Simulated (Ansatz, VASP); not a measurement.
**Cu in VASP and in Ansatz**

```
Cu
1.0
     0.00000    1.81351    1.81351
     1.81351    0.00000    1.81351
     1.81351    1.81351    0.00000
Cu
1
Direct
  0.00000 0.00000 0.00000
```

Change from the starting cell: volume scaled by 1.01, crystal datasets.

Alike in both runs: task electric field gradients; functional PBEsol; k mesh 19 × 19 × 19; occupations fermi-dirac, width 0.08 eV; no spin polarisation.

```csv
,VASP,Ansatz
version,VASP 6.6.1,Ansatz 0.2.0
potentials or method,"VASP PAW PBE potentials, release 64 (Cu), cutoff 520 eV","all-electron PAW with datasets made for the crystal, scalar-relativistic"
```

```tsv
	VASP	Ansatz	Ansatz less VASP
pressure (GPa)	-7.2	-7.8	-0.68
```

VASP's potentials were made for PBE, not for PBEsol. Ansatz ran all-electron here, and VASP with PAW potentials.
